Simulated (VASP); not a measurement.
Ru, 1 atom in the cell. The structure is trigonal, space group R-3m (No. 166). Conventional cell: a = 2.570 Å, b = 2.570 Å, c = 6.467 Å, α = 90.00°, β = 90.00°, γ = 120.00°. Ru (site symmetry -3m) has 12 Ru at 2.57 to 2.62 Å within 3.4 Å. 

| Property | Result |
| --- | --- |
| Program | VASP 6.6.1 |
| Task | single point |
| Functional | PBE |
| Potentials or basis | VASP PAW PBE potentials, release 64 (Ru_pv) |
| Cutoff | 520 eV |
| k mesh | 20 × 20 × 20 |
| Occupations | gaussian, width 0.15 eV |
| Spin | no spin polarisation |
| Dipole correction | no |
| Further INCAR settings | ALGO = Normal; EDIFF = 1e-07; NBANDS = 13 |

Potentials or basis: VASP PAW PBE potentials, release 64 (Ru_pv).

Command:

```bash
$ cat potpaw_PBE.64/Ru_pv/POTCAR > POTCAR
$ mpirun -np 1 vasp_std > vasp.out
```

Hardware: 1 thread of AMD EPYC 9R45 96-Core Processor (Zen 5), with other jobs on the host.

Q: Estimate the wall time of this run.

A: Wall time 55 s on 1 thread of AMD EPYC 9R45 96-Core Processor (Zen 5) (shared host), peak memory 0.19 GiB. Counts: scf iterations 11, k points 781.
